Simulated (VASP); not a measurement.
A run of VASP 6.6.1:

The input INCAR:

```
PREC = Accurate
ENCUT = 520
EDIFF = 1E-6
ISMEAR = 1
SIGMA = 0.1
LREAL = False
LASPH = True
NELM = 80
ALGO = Normal
ISIF = 2
LWAVE = False
LCHARG = True
GGA = PE
LELF = True
LVHAR = True
NBANDS = 18
```

Contents of KPOINTS:

```
Automatic mesh
0
Gamma
  20 20 20
```

File POSCAR:

```
Si2W
1.0
   -1.6146272625      1.6146272625      3.9332080074
    1.6146272625     -1.6146272625      3.9332080074
    1.6146272625      1.6146272625     -3.9332080074
Si W
2 1
Direct
    0.3345940374      0.3345940374      0.0000000000
    0.6654059626      0.6654059626      0.0000000000
    0.0000000000      0.0000000000      0.0000000000
```

Potentials or basis: VASP PAW PBE potentials, release 64 (Si, W_sv).

Command:

```console
$ cat potpaw_PBE.64/Si/POTCAR potpaw_PBE.64/W_sv/POTCAR > POTCAR
$ mpirun -np 1 vasp_std > vasp.out
```

Hardware: 1 thread of Intel(R) Xeon(R) Platinum 8259CL CPU @ 2.50GHz (Skylake/Cascade Lake), on a shared host.

Estimate the wall time of this run.

Run time: 7.4 min on 1 thread of Intel(R) Xeon(R) Platinum 8259CL CPU @ 2.50GHz (Skylake/Cascade Lake), with other jobs on the host, peak memory 0.57 GiB. Counts: scf iterations 12, k points 641.
